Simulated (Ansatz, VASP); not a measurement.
**Sn: VASP beside Ansatz**

The input INCAR:

```
SYSTEM = Sn
PREC = Accurate ; ENCUT = 520
EDIFF = 1E-7 ; ISMEAR = 0
SIGMA = 0.15 ; LREAL = .FALSE.
LASPH = .TRUE. ; NELM = 100
ALGO = Fast ; ISIF = 2
LWAVE = .FALSE. ; LCHARG = .FALSE.
GGA = PS ; NBANDS = 21
```

KPOINTS

```
Automatic mesh
0
G
  12 12 12
  0 0 0
```

POSCAR

```
Sn
1.0
    0.0000000000      3.1157760000      3.3754240000
    3.1157760000      0.0000000000      3.3754240000
    3.1157760000      3.1157760000      0.0000000000
Sn
2
Direct
    0.5000000000      0.5000000000      0.5000000000
    0.7500000000      0.7500000000      0.7500000000
```

Input for Ansatz:

```yaml
crystal:
  lattice:
    - [0.0, 3.115776, 3.375424]
    - [3.115776, 0.0, 3.375424]
    - [3.115776, 3.115776, 0.0]
  atoms:
    - { symbol: Sn, position: [0.5, 0.5, 0.5] }
    - { symbol: Sn, position: [0.75, 0.75, 0.75] }
basis:
  ecutwfc: 420
kpoints:
  mp_grid: { grid: [12, 12, 12] }
hamiltonian:
  xc: pbesol
scf:
  occupations: { method: gaussian, width: 0.15 }
output:
  forces: true
  stress: true
  eigenvalues: true
```

Change from the starting cell: strain -0.040 along x and y, +0.040 along z, atoms carried along.

Alike in both runs: task single point; functional PBEsol; k mesh 12 × 12 × 12; occupations gaussian, width 0.15 eV; no spin polarisation.

|  | VASP | Ansatz |
| --- | --- | --- |
| version | VASP 6.6.1 | Ansatz 0.2.0 |
| potentials or method | VASP PAW PBE potentials, release 64 (Sn_d), cutoff 520 eV | scalar-relativistic, plane waves, PAW |
| valence electrons in the cell | 28 | 28 |

```tsv
	VASP	Ansatz	Ansatz less VASP
gap on the k mesh at the Fermi level (eV)	none	none	-
pressure (GPa)	3.0	3.1	+0.07
traceless stress, the component that is largest in VASP (GPa)	-1.85	-1.85	+0.003
```

VASP's potentials were made for PBE, not for PBEsol. A gap of «none» marks a metal or a gap that the smearing closes.
